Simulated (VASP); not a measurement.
Input of a VASP 6.6.1 run:

The input INCAR:

```
  PREC = Accurate
  ENCUT = 520
  EDIFF = 1E-6
  ISMEAR = -1
  SIGMA = 0.05
  LREAL = False
  LASPH = True
  NELM = 60
  ALGO = Normal
  ISIF = 2
  LWAVE = False
  LCHARG = False
  GGA = PE
  IVDW = 12
  NBANDS = 96
```

Contents of KPOINTS:

```
regular mesh
0
Gamma
  4 4 1
```

File POSCAR:

```
Tc12Au
1.0
    5.4800000000      0.0000000000      0.0000000000
    2.7400000000      4.7458190000      0.0000000000
    0.0000000000      0.0000000000     15.3949600000
Tc Au
12 1
Direct
    0.0000000000      0.0000000000      0.0649563000
    0.5000000000      0.0000000000      0.0649563000
    0.0000000000      0.5000000000      0.0649563000
    0.5000000000      0.5000000000      0.0649563000
   -0.1666721826      0.3333475301      0.1977574320
    0.3331462787      0.3337077392      0.2027928063
   -0.1662864911      0.8331455089      0.2027916192
    0.3331403852      0.8331446139      0.2027913928
   -0.0015036122      0.0029993015      0.3400677181
    0.5000145589     -0.0000394459      0.3383853371
   -0.0014585211      0.4985019375      0.3400749033
    0.5029617218      0.4984954115      0.3400738461
    0.1666183735      0.6667917077      0.4845202053
```

Potentials or basis: VASP PAW PBE potentials, release 64 (Tc_pv, Au).

Command:

```bash
$ cat potpaw_PBE.64/Tc_pv/POTCAR potpaw_PBE.64/Au/POTCAR > POTCAR
$ mpirun -np 1 vasp_std > vasp.out
```

Estimate the largest force.

0.158 eV/Å.

Estimate the band gap on the k mesh.

zero (an odd number of electrons rules out a gap without spin polarisation).

Forces on the atoms (eV/Å):
```
Tc   0.000 -0.070 -0.004
Tc   0.000  0.000  0.158
Tc   0.061  0.035 -0.004
Tc  -0.061  0.035 -0.004
Tc   0.000  0.000  0.003
Tc   0.000  0.001  0.002
Tc   0.001 -0.001  0.002
Tc  -0.001 -0.001  0.002
Tc   0.000 -0.001 -0.038
Tc   0.000  0.000 -0.034
Tc   0.001  0.001 -0.038
Tc  -0.001  0.001 -0.038
Au   0.000  0.000 -0.010
```

Caveat: there is no dipole correction, which matters where the two faces differ; spin-orbit coupling is left out, which moves the levels of the heavy elements.
